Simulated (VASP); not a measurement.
# CuSi16 (a cell with a defect) in VASP: notebook

Runs on CuSi16 (a cell with a defect). Level: PBE. Tasks: single point.

Program: VASP 6.6.1. These are calculated values, not measurements. Logs are shortened: lines on timing, memory, paths and dates and some standing lists are left out, and cuts for length are marked.

### 1 The cell of the first run

The cell holds a defect, 17 atoms: a = 7.679 Å, b = 7.679 Å, c = 7.679 Å, α = 60.00°, β = 60.00°, γ = 60.00°.

### 2 Single point, PBE

File INCAR:

```
PREC = Accurate ; ENCUT = 520
EDIFF = 1E-6 ; ISMEAR = -1
SIGMA = 0.02 ; LREAL = Auto
LASPH = True ; NELM = 80
ALGO = Normal ; ISIF = 2
LWAVE = False ; LCHARG = False
GGA = PE ; NBANDS = 52
NELECT = 74.0
```

File KPOINTS:

```
Automatic mesh
0
Gamma
  2 2 2
```

File POSCAR:

```
CuSi16
1.0
    0.0000000000      5.4300000000      5.4300000000
    5.4300000000      0.0000000000      5.4300000000
    5.4300000000      5.4300000000      0.0000000000
Si Cu
16 1
Direct
   -0.0130386740     -0.0533333333      0.0352854512
    0.1039594843      0.1413812155      0.1203314917
    0.0372007366      0.0452302026      0.5008839779
    0.1848250460      0.0743093923      0.6821915285
   -0.0356813996      0.5304511971     -0.0309484346
    0.1170994475      0.5799171271      0.1184254144
    0.0143738490      0.4615377532      0.4945764273
    0.0797882136      0.7053499079      0.5363075506
    0.4781583794      0.0148434622      0.0313996317
    0.6327163904      0.0668968692      0.1856813996
    0.5999539595     -0.1303775322      0.5803222836
    0.6292817680      0.1592817680      0.6506813996
    0.4917587477      0.4514825046      0.0055156538
    0.6125598527      0.6526151013      0.0416942910
    0.4800184162      0.5768139963      0.4053959484
    0.6200552486      0.4831860037      0.6647882136
    0.2607366483      0.3374033149      0.7370718232
```

Potentials or basis: VASP PAW PBE potentials, release 64 (Si, Cu).

Command:

```console
$ cat potpaw_PBE.64/Si/POTCAR potpaw_PBE.64/Cu/POTCAR > POTCAR
$ mpirun -np 1 vasp_std > vasp.out
```

OUTCAR:

```text
PREC = Accurate
   ENCUT = 520
   EDIFF = 1E-6
   ISMEAR = -1
   LREAL = Auto
   LASPH = True
   NELM = 80
   ISIF = 2
   GGA = PE
   NELECT = 74.0

 ion  position               nearest neighbor table
   1  0.987  0.947  0.035-  10 2.24   4 2.31   6 2.32   2 2.53
   2  0.104  0.141  0.120-   9 2.36   5 2.45   3 2.46  17 2.49   1 2.53
   3  0.037  0.045  0.501-   4 2.33   8 2.35   2 2.46  12 2.56   7 3.09
   4  0.185  0.074  0.682-   1 2.31   3 2.33   7 2.52  17 2.62  11 2.64
   5  0.964  0.530  0.969-  14 2.23   6 2.25  17 2.40   2 2.45   8 2.72
   6  0.117  0.580  0.118-   5 2.25   1 2.32  13 2.35   7 2.37
   7  0.014  0.462  0.495-   8 2.36   6 2.37   4 2.52  16 2.58  17 2.81   3 3.09
   8  0.080  0.705  0.536-   3 2.35   7 2.36  17 2.48  15 2.51   5 2.72  11 3.13
   9  0.478  0.015  0.031-  10 2.31   2 2.36  12 2.40  14 2.41  17 2.84  15 3.15
  10  0.633  0.067  0.186-   1 2.24   9 2.31  13 2.45  11 2.56
  11  0.600  0.870  0.580-  10 2.56  16 2.64   4 2.64  12 2.67  14 3.10   8 3.13
  12  0.629  0.159  0.651-  17 2.34   9 2.40  16 2.51   3 2.56  11 2.67  15 2.75
  13  0.492  0.451  0.006-  16 2.21  14 2.33   6 2.35  10 2.45
  14  0.613  0.653  0.042-   5 2.23  15 2.30  13 2.33   9 2.41  11 3.10
  15  0.480  0.577  0.405-  14 2.30  16 2.36   8 2.51  17 2.61  12 2.75   9 3.15
  16  0.620  0.483  0.665-  13 2.21  15 2.36  12 2.51   7 2.58  11 2.64
  17  0.261  0.337  0.737-  12 2.34   5 2.40   8 2.48   2 2.49  15 2.61   4 2.62   7 2.81   9 2.84

  LATTYP: Found a face centered cubic cell.
 ALAT       =    10.8600000000

  Lattice vectors:

 A1 = (   0.0000000000,   5.4300000000,   5.4300000000)
 A2 = (   5.4300000000,   0.0000000000,   5.4300000000)
 A3 = (   5.4300000000,   5.4300000000,   0.0000000000)

Analysis of symmetry for initial positions (statically):
=====================================================================
 Subroutine PRICEL returns:
 Original cell was already a primitive cell.

 Routine SETGRP: Setting up the symmetry group for a
 face centered cubic supercell.

 Subroutine GETGRP returns: Found  1 space group operations
 (whereof  1 operations were pure point group operations)
 out of a pool of 48 trial point group operations.

The static configuration has the point symmetry C_1 .

Analysis of symmetry for dynamics (positions and initial velocities):
=====================================================================
 Subroutine PRICEL returns:
 Original cell was already a primitive cell.

 Routine SETGRP: Setting up the symmetry group for a
 face centered cubic supercell.

 Subroutine GETGRP returns: Found  1 space group operations
 (whereof  1 operations were pure point group operations)
 out of a pool of 48 trial point group operations.

The dynamic configuration has the point symmetry C_1 .

 Subroutine INISYM returns: Found  1 space group operations
 (whereof  1 operations are pure point group operations),
 and found     1 'primitive' translations

----------------------------------------------------------------------------------------

                                     Primitive cell

  volume of cell :     320.2060

  direct lattice vectors                    reciprocal lattice vectors
     0.000000000  5.430000000  5.430000000    -0.092081031  0.092081031  0.092081031
     5.430000000  0.000000000  5.430000000     0.092081031 -0.092081031  0.092081031
     5.430000000  5.430000000  0.000000000     0.092081031  0.092081031 -0.092081031

  length of vectors
     7.679179644  7.679179644  7.679179644     0.159489025  0.159489025  0.159489025

  position of ions in fractional coordinates (direct lattice)
     0.986961326  0.946666667  0.035285451
     0.103959484  0.141381215  0.120331492
     0.037200737  0.045230203  0.500883978
     0.184825046  0.074309392  0.682191528
     0.964318600  0.530451197  0.969051565
     0.117099448  0.579917127  0.118425414
[... 9 lines left out ...]
     0.620055249  0.483186004  0.664788214
     0.260736648  0.337403315  0.737071823

  ion indices of the primitive-cell ions
   primitive index   ion index
                 1           1
                 2           2
                 3           3
                 4           4
                 5           5
                 6           6
[... 9 lines left out ...]
                16          16
                17          17

----------------------------------------------------------------------------------------

 KPOINTS: Automatic mesh

Automatic generation of k-mesh.
 Grid dimensions read from file:
 generate k-points for:    2    2    2

 Generating k-lattice:

  Cartesian coordinates                     Fractional coordinates (reciprocal lattice)
    -0.046040516  0.046040516  0.046040516     0.500000000  0.000000000  0.000000000
     0.046040516 -0.046040516  0.046040516     0.000000000  0.500000000  0.000000000
     0.046040516  0.046040516 -0.046040516     0.000000000  0.000000000  0.500000000

  Length of vectors
[... 82 lines left out ...]
  free energy    TOTEN  =       -90.43594372 eV

  energy without entropy =      -90.43182028  energy(sigma->0) =      -90.43388200

 E-fermi :   6.2628     XC(G=0):  -9.7331

 val. band max:        6.2249646885   @ k =   0.5000   0.0000   0.5000
 cond. band min:       6.2997989469   @ k =   0.5000   0.5000   0.5000
 fundamental gap:      0.0748342584
 Fermi energy:         6.2627852391

 k-point     1 :       0.0000    0.0000    0.0000
  band No.  band energies     occupation
      1      -5.8779      2.00000
      2      -3.6364      2.00000
      3      -3.4239      2.00000
      4      -3.3121      2.00000
      5      -3.2453      2.00000
      6      -2.2823      2.00000
[... 41 lines left out ...]
     48       8.4357      0.00000
     49       8.5790      0.00000

 k-point     2 :       0.5000    0.0000    0.0000
  band No.  band energies     occupation
      1      -5.1228      2.00000
      2      -5.0518      2.00000
      3      -3.4799      2.00000
      4      -3.2240      2.00000
      5      -3.0356      2.00000
      6      -2.9618      2.00000
[... 41 lines left out ...]
     48       9.6681      0.00000
     49       9.8652      0.00000

 k-point     3 :       0.0000    0.5000    0.0000
  band No.  band energies     occupation
      1      -5.1893      2.00000
      2      -4.9142      2.00000
      3      -3.4345      2.00000
      4      -3.3268      2.00000
      5      -3.2027      2.00000
      6      -2.9960      2.00000
[... 41 lines left out ...]
     48       9.6135      0.00000
     49       9.7022      0.00000

 k-point     4 :       0.0000    0.0000    0.5000
  band No.  band energies     occupation
      1      -5.2421      2.00000
      2      -4.8709      2.00000
      3      -3.4221      2.00000
      4      -3.3140      2.00000
      5      -3.1393      2.00000
      6      -3.0710      2.00000
[... 41 lines left out ...]
     48       9.4988      0.00000
     49       9.7375      0.00000

 k-point     5 :       0.5000    0.5000    0.5000
  band No.  band energies     occupation
      1      -5.1916      2.00000
      2      -4.9166      2.00000
      3      -3.5637      2.00000
      4      -3.2392      2.00000
      5      -3.1372      2.00000
      6      -2.9183      2.00000
[... 41 lines left out ...]
     48       9.5261      0.00000
     49       9.8136      0.00000

 k-point     6 :       0.5000    0.5000    0.0000
  band No.  band energies     occupation
      1      -4.8410      2.00000
      2      -4.7987      2.00000
      3      -3.9559      2.00000
      4      -3.8385      2.00000
      5      -3.7355      2.00000
      6      -3.2598      2.00000
[... 41 lines left out ...]
     48      10.1232      0.00000
     49      10.1811      0.00000

 k-point     7 :       0.0000    0.5000    0.5000
  band No.  band energies     occupation
      1      -4.9215      2.00000
      2      -4.7279      2.00000
      3      -3.9198      2.00000
      4      -3.8567      2.00000
      5      -3.5897      2.00000
      6      -3.4409      2.00000
[... 41 lines left out ...]
     48       9.9193      0.00000
     49      10.2170      0.00000

 k-point     8 :       0.5000    0.0000    0.5000
  band No.  band energies     occupation
      1      -4.9463      2.00000
      2      -4.6831      2.00000
      3      -3.9775      2.00000
      4      -3.8308      2.00000
      5      -3.6425      2.00000
      6      -3.3971      2.00000
[... 41 lines left out ...]
     48      10.1268      0.00000
     49      10.2353      0.00000
 [bands above 49 left out]

------------------------ aborting loop because EDIFF is reached ----------------------------------------

  FORCE on cell =-STRESS in cart. coord.  units (eV):
  Direction    XX          YY          ZZ          XY          YZ          ZX
  --------------------------------------------------------------------------------------
  -------------------------------------------------------------------------------------
  Total       -4.5024218    -14.7011261     -9.0413477      2.0299987      2.6763963     -0.3410813
  in kB      -22.5282408    -73.5583031    -45.2391324     10.1572666     13.3915705     -1.7066284
  external PRESSURE =     -47.1085587 kB  Pullay stress =       0.0000000 kB

 VOLUME and BASIS-vectors are now :
 -----------------------------------------------------------------------------
  energy-cutoff  :      520.00
  volume of cell :      320.21
      direct lattice vectors                 reciprocal lattice vectors
     0.000000000  5.430000000  5.430000000    -0.092081031  0.092081031  0.092081031
     5.430000000  0.000000000  5.430000000     0.092081031 -0.092081031  0.092081031
     5.430000000  5.430000000  0.000000000     0.092081031  0.092081031 -0.092081031

 POSITION                                       TOTAL-FORCE (eV/Angst)
 -----------------------------------------------------------------------------------
      5.33200      5.55080     10.49960         0.297168      0.858993      1.506350
      1.42110      1.21790      1.33220        -0.016650      0.086726     -0.949153
      2.96540      2.92180      0.44760         0.146091     -1.454338     -0.927125
      4.10780      4.70790      1.40710        -0.542599      0.108036      0.968988
      8.14230     10.49820      8.11660        -1.830533      0.070199      0.457416
      3.79200      1.27890      3.78480         0.787089      0.897743      0.309958
[... 9 lines left out ...]
      6.23350      6.97670      5.99060        -1.505971     -0.288668      2.294912
      5.83440      5.41810      3.24790        -0.206101     -0.493316      0.043802
 -----------------------------------------------------------------------------------
    total drift:                               -0.003094     -0.000848     -0.002557

  FREE ENERGIE OF THE ION-ELECTRON SYSTEM (eV)
  ---------------------------------------------------
  free  energy   TOTEN  =       -90.4359437170 eV

  energy  without entropy=      -90.4318202787  energy(sigma->0) =      -90.43388200
```

Wall time 4.5 min (1 thread of Intel Xeon Platinum 8259CL at 2.50GHz (Skylake/Cascade Lake), shared host); peak memory 0.5 GiB.

What came out:

| Property | Result |
| --- | --- |
| Free energy | -90.4359 eV |
| Largest force | 2.760 eV/Å |

Forces in eV/Å, atoms in the order of the input:
```
Si   0.297  0.859  1.506
Si  -0.017  0.087 -0.949
Si   0.146 -1.454 -0.927
Si  -0.543  0.108  0.969
Si  -1.831  0.070  0.457
Si   0.787  0.898  0.310
Si   0.365 -0.393 -1.213
Si   0.082  1.238 -0.128
Si  -0.745 -0.491 -0.221
Si   1.264 -0.082 -0.690
Si   0.641 -1.269  0.248
Si  -0.930  0.615  0.655
Si   0.536  0.803 -0.934
Si   0.538 -0.890  0.002
Si   1.119  0.682 -1.424
Si  -1.506 -0.289  2.295
Cu  -0.206 -0.493  0.044
```

Caveat: the k points lie up to 0.50 Å⁻¹ apart; the cell carries a net charge on a neutralising background, which shifts energy and pressure; the cell is charged against a uniform background, so pressure and absolute levels hang on convention.

### 3 Single point, PBE

File INCAR:

```
SYSTEM = CuSi16
PREC = Accurate
ENCUT = 520
EDIFF = 1E-6
ISMEAR = -1
SIGMA = 0.02
LREAL = Auto
LASPH = .True.
NELM = 80
ALGO = Normal
ISIF = 2
LWAVE = .False.
LCHARG = .False.
GGA = PE
NBANDS = 52
NELECT = 74.0
```

File KPOINTS:

```
regular mesh
0
Gamma
  2 2 2
  0 0 0
```

File POSCAR:

```
CuSi16
1.0
    0.0000000000      5.4300000000      5.4300000000
    5.4300000000      0.0000000000      5.4300000000
    5.4300000000      5.4300000000      0.0000000000
Si Cu
16 1
Direct
    0.0090331492     -0.0414640884      0.0356077348
    0.1206445672      0.1564640884      0.1206077348
   -0.0197237569      0.0744567219      0.4993738490
    0.1303314917      0.0947697974      0.6875322284
   -0.0518508287      0.5314272560     -0.0035267035
    0.1565285451      0.5898434622      0.0915009208
    0.0507918969      0.5008287293      0.4764272560
    0.0785267035      0.7060589319      0.6102394107
    0.4929465930     -0.0526703499      0.0327808471
    0.6526795580      0.0386832413      0.1483701657
    0.5317403315     -0.0590331492      0.5253499079
    0.6385727440      0.1052946593      0.6394567219
    0.5075874770      0.4122099448     -0.0090055249
    0.5904880295      0.5904511971      0.1130662983
    0.5096040516      0.5141344383      0.4732320442
    0.6393001842      0.5989502762      0.6339410681
    0.2588950276      0.3370349908      0.7139042357
```

Potentials or basis: VASP PAW PBE potentials, release 64 (Si, Cu).

Command:

```console
$ cat potpaw_PBE.64/Si/POTCAR potpaw_PBE.64/Cu/POTCAR > POTCAR
$ mpirun -np 1 vasp_std > vasp.out
```

Run time: 4.4 min. Hardware: 1 thread of Intel Xeon Platinum 8259CL at 2.50GHz (Skylake/Cascade Lake), shared host; peak memory 0.5 GiB.

It converged, with:

```yaml
Free_energy: -91.7648 eV
Largest_force: 3.348 eV/Å
```

Forces in eV/Å, atoms in the order of the input:
```
Si   0.887  1.616  0.250
Si  -0.885  0.160 -1.133
Si  -0.806  0.630  1.031
Si  -1.336 -0.960  2.647
Si  -0.973  0.008  1.091
Si   1.752 -0.051 -1.112
Si   0.683 -0.841 -1.124
Si  -1.060  0.719 -0.068
Si   0.051 -1.273  1.013
Si   0.984 -0.279 -0.618
Si   2.348 -1.662  1.222
Si   0.938 -1.090 -1.627
Si   0.018  0.919  0.984
Si  -0.256  0.234 -0.904
Si   0.710  0.111 -0.727
Si  -2.946  1.515 -0.488
Cu  -0.111  0.242 -0.438
```

Levels at points of the mesh, in eV from the Fermi level:
| k point | band 35 | band 36 | band 37 | band 38 | band 39 | band 40 |
| --- | --- | --- | --- | --- | --- | --- |
| (0.00, 0.00, 0.00) | -0.67 | -0.37 | -0.12 | 0.12 | 0.30 | 0.33 |
| (0.50, 0.00, 0.00) | -0.98 | -0.87 | -0.81 | 0.48 | 0.76 | 0.89 |
| (0.00, 0.50, 0.00) | -0.90 | -0.63 | -0.52 | 0.37 | 0.87 | 0.97 |
| (0.00, 0.00, 0.50) | -1.12 | -0.92 | -0.20 | 0.60 | 0.72 | 0.87 |
| (0.50, 0.50, 0.50) | -0.88 | -0.68 | -0.50 | 0.43 | 0.50 | 0.88 |
| (0.50, 0.50, 0.00) | -1.20 | -1.10 | -0.75 | 0.52 | 0.79 | 1.40 |
| (0.00, 0.50, 0.50) | -1.42 | -1.16 | -0.73 | 0.49 | 0.78 | 1.51 |
| (0.50, 0.00, 0.50) | -1.44 | -1.12 | -0.86 | 0.62 | 0.78 | 1.31 |

Caveat: the k points lie up to 0.50 Å⁻¹ apart; the cell carries a net charge on a neutralising background, which shifts energy and pressure; the cell is charged against a uniform background, so pressure and absolute levels hang on convention.

### 4 Single point, PBE

File INCAR:

```
SYSTEM = CuSi16
PREC = Accurate
ENCUT = 520
EDIFF = 1E-6
ISMEAR = -1
SIGMA = 0.02
LREAL = Auto
LASPH = .TRUE.
NELM = 100
ALGO = Normal
ISIF = 2
LWAVE = .FALSE.
LCHARG = .FALSE.
GGA = PE
NBANDS = 52
NELECT = 74.0
```

File KPOINTS:

```
Automatic mesh
0
G
  2 2 2
  0 0 0
```

File POSCAR:

```
CuSi16
1.0
    0.0000000000      5.4300000000      5.4300000000
    5.4300000000      0.0000000000      5.4300000000
    5.4300000000      5.4300000000      0.0000000000
Si Cu
16 1
Direct
    0.0027071823      0.0017311234     -0.0498526703
    0.1514364641      0.0793738490      0.1237569061
   -0.0169613260      0.0094290976      0.4830202578
    0.0854327808      0.1898342541      0.5877163904
    0.0614272560      0.4633425414      0.0179465930
    0.1581215470      0.6363720074      0.1157826888
   -0.0252486188      0.5886187845      0.4970534070
    0.1656353591      0.6268508287      0.6525046041
    0.5441528545     -0.0832320442      0.0020902394
    0.6213075506      0.1409392265      0.0513443831
    0.4667495396      0.0312062615      0.4358655617
    0.6293462247      0.0669337017      0.6277255985
    0.5207550645      0.5058379374      0.0129281768
    0.6805432781      0.5567311234      0.1633241252
    0.5453314917      0.4510957643      0.5463627993
    0.5982044199      0.6762523020      0.6495672192
    0.1918324125      0.2570810313      0.7836556169
```

Command:

```console
$ cat potpaw_PBE.64/Si/POTCAR potpaw_PBE.64/Cu/POTCAR > POTCAR
$ mpirun -np 1 vasp_std > vasp.out
```

It took 4.8 min on 1 thread of Intel Xeon Platinum 8259CL at 2.50GHz (Skylake/Cascade Lake), shared host; peak memory 0.5 GiB.

The run converged. Its results:

```yaml
Free_energy: -91.9839 eV
Largest_force: 1.640 eV/Å
```

Forces on the atoms (eV/Å):
```
Si   0.777  0.471 -0.196
Si  -0.536  0.835 -0.044
Si  -0.002  1.585  0.421
Si  -1.012 -0.766  0.352
Si   0.451 -0.245 -0.891
Si   1.161  0.045 -0.819
Si  -0.972  0.623 -0.227
Si  -0.343 -1.288  0.664
Si   0.816 -1.224 -0.184
Si   0.635  1.283  0.249
Si   0.793  0.644  0.206
Si   0.564 -1.260 -0.423
Si  -0.773  0.207 -0.341
Si   0.104  0.928  0.134
Si   0.232 -0.504  0.043
Si  -1.451 -0.379  0.189
Cu  -0.444 -0.954  0.866
```

Levels at points of the mesh, in eV from the Fermi level:
```
           k point  band 34  band 35  band 36  band 37  band 38  band 39  band 40  band 41
(0.00, 0.00, 0.00)    -0.63    -0.51    -0.19    -0.13     0.12     0.37     0.46     0.78
(0.50, 0.00, 0.00)    -1.22    -0.80    -0.55    -0.15     0.43     0.59     1.19     1.25
(0.00, 0.50, 0.00)    -0.82    -0.70    -0.49    -0.37     0.48     0.64     0.98     1.35
(0.00, 0.00, 0.50)    -0.98    -0.91    -0.75    -0.19     0.35     0.87     1.08     1.44
(0.50, 0.50, 0.50)    -0.88    -0.77    -0.63    -0.38     0.37     0.86     1.11     1.24
(0.50, 0.50, 0.00)    -1.23    -1.04    -0.91    -0.70     0.92     1.36     1.67     1.80
(0.00, 0.50, 0.50)    -1.36    -1.14    -0.94    -0.67     0.88     1.24     1.71     1.81
(0.50, 0.00, 0.50)    -1.30    -1.08    -0.95    -0.58     0.62     0.68     1.51     1.64
```

Caveat: the k points lie up to 0.50 Å⁻¹ apart; the cell carries a net charge on a neutralising background, which shifts energy and pressure; the cell is charged against a uniform background, so pressure and absolute levels hang on convention.
